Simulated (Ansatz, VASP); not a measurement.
# One calculation of Al5As, two programs

Contents of INCAR:

```
PREC = Accurate
ENCUT = 600
EDIFF = 1E-6
ISMEAR = 0
SIGMA = 0.1
LREAL = False
LASPH = True
NELM = 60
ALGO = Fast
ISIF = 3
LWAVE = False
LCHARG = False
GGA = PE
IBRION = 2
NSW = 100
EDIFFG = -0.01
```

The input KPOINTS:

```
regular mesh
0
Gamma
  12 12 6
```

File POSCAR:

```
Al5As
1.0
    4.5873338460      0.0000000000      0.0000000000
   -2.2936669230      3.9727476463      0.0000000000
    0.0000000000      0.0000000000      5.8846928378
Al As
5 1
Direct
    0.3333333333      0.6666666667      0.2474774115
    0.3333333333      0.6666666667      0.7525225885
    0.6666666667      0.3333333333      0.7525225885
    0.6666666667      0.3333333333      0.2474774115
    0.0000000000      0.0000000000      0.5000000000
    0.0000000000      0.0000000000      0.0000000000
```

Input for Ansatz:

```yaml
crystal:
  lattice:
    - [4.587333846, 0.0, 0.0]
    - [-2.293666923, 3.9727476463, 0.0]
    - [0.0, 0.0, 5.8846928378]
  atoms:
    - { symbol: Al, position: [0.3333333333, 0.6666666667, 0.2474774115] }
    - { symbol: Al, position: [0.3333333333, 0.6666666667, 0.7525225885] }
    - { symbol: Al, position: [0.6666666667, 0.3333333333, 0.7525225885] }
    - { symbol: Al, position: [0.6666666667, 0.3333333333, 0.2474774115] }
    - { symbol: Al, position: [0.0, 0.0, 0.5] }
    - { symbol: As, position: [0.0, 0.0, 0.0] }
basis:
  ecutwfc: 420
kpoints:
  mp_grid: { grid: [12, 12, 6] }
hamiltonian:
  xc: pbe
scf:
  occupations: { method: gaussian, width: 0.1 }
output:
  forces: true
  stress: true
  eigenvalues: true
relax:
  adjacent_minimum: "off"
  f_tol: 0.01
  max_steps: 80
  cell: { stress_tol: 0.05 }
```

Alike in both runs: task relaxation of cell and atoms; functional PBE; k mesh 12 × 12 × 6; occupations gaussian, width 0.1 eV; no spin polarisation.

```csv
,VASP,Ansatz
version,VASP 6.6.1,Ansatz 0.2.0
potentials or method,"VASP PAW PBE potentials, release 64 (Al, As), cutoff 600 eV","scalar-relativistic, plane waves, PAW"
valence electrons in the cell,20,30
```

```tsv
	VASP	Ansatz	Ansatz less VASP
gap on the k mesh at the Fermi level, each at its own relaxed structure (eV)	none	none	-
relaxed volume (Å³/atom)	17.85	17.84	-0.009
relaxed cell length with the largest relative difference (Å)	5.664	5.661	-0.0024
```

A gap of «none» marks a metal or a gap that the smearing closes. VASP's potentials hold 20 valence electrons a cell and Ansatz's 30, so a difference there can come from the potentials and not from the codes.

Noted on VASP's run: too few bands were computed for a metal, which touches its energy and stress.
